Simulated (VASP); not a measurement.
Wanted: the native input for a VASP 6.6.1 run.

| Property | Result |
| --- | --- |
| Task | single point |
| Functional | HSE06 |
| Potentials or basis | VASP PAW PBE potentials, release 64 (Pb_d, S) |
| Cutoff | 400 eV |
| k mesh | 4 × 4 × 4 |
| Occupations | gaussian, width 0.01 eV |
| Spin | no spin polarisation |
| Dipole correction | no |
| Grid for exact exchange (PRECFOCK) | Normal |
| Further INCAR settings | ALGO = Normal; EDIFF = 1e-06; NBANDS = 17 |
| Share of exact exchange | 0.25 |
| Screening parameter | 0.2079 1/Å |

PbS:

```
CELL_PARAMETERS angstrom
0.00000 2.96575 2.96575
2.96575 0.00000 2.96575
2.96575 2.96575 0.00000
ATOMIC_POSITIONS crystal
Pb 0.00000 0.00000 0.00000
S 0.50000 0.50000 0.50000
```

One way to write it, as run:

POSCAR

```
PbS
1.0
    0.0000000000      2.9657500000      2.9657500000
    2.9657500000      0.0000000000      2.9657500000
    2.9657500000      2.9657500000      0.0000000000
Pb S
1 1
Direct
    0.0000000000      0.0000000000      0.0000000000
    0.5000000000      0.5000000000      0.5000000000
```

INCAR.step1

```
  ALGO = Normal
  EDIFF = 1E-5
  ENCUT = 400
  GGA = PE
  GGA_COMPAT = False
  ISIF = 2
  ISMEAR = 0
  LASPH = True
  LREAL = False
  LWAVE = True
  NBANDS = 17
  NELM = 120
  PREC = Accurate
  SIGMA = 0.01
```

INCAR.step2

```
  ALGO = Normal
  EDIFF = 1E-6
  ENCUT = 400
  GGA = PE
  GGA_COMPAT = False
  HFSCREEN = 0.2079
  ISIF = 2
  ISMEAR = 0
  ISTART = 1
  LASPH = True
  LCHARG = True
  LELF = True
  LHFCALC = True
  LREAL = False
  LVHAR = True
  LWAVE = False
  NBANDS = 17
  NELM = 120
  PREC = Accurate
  PRECFOCK = Normal
  SIGMA = 0.01
```

KPOINTS

```
k-points
0
Gamma
  4 4 4
```

Potentials or basis: VASP PAW PBE potentials, release 64 (Pb_d, S).

The run is started by

```sh
$ cat potpaw_PBE.64/Pb_d/POTCAR potpaw_PBE.64/S/POTCAR > POTCAR
$ cp INCAR.step1 INCAR
$ mpirun -np 1 vasp_std > vasp.out
$ cp INCAR.step2 INCAR
$ mpirun -np 1 vasp_std > vasp.out
```

Results of the run:

- Pressure: 1.1 GPa
- Band gap on the k mesh: 0.80 eV

Caveat: the k points lie up to 0.46 Å⁻¹ apart; the PAW data sets were made with another functional, which shifts forces and pressure a little; spin-orbit coupling is left out, which moves the levels of the heavy elements.

It took 5.9 min on 1 thread of Intel(R) Xeon(R) Platinum 8375C CPU @ 2.90GHz (Ice Lake), with other jobs on the host, peak memory 0.27 GiB.
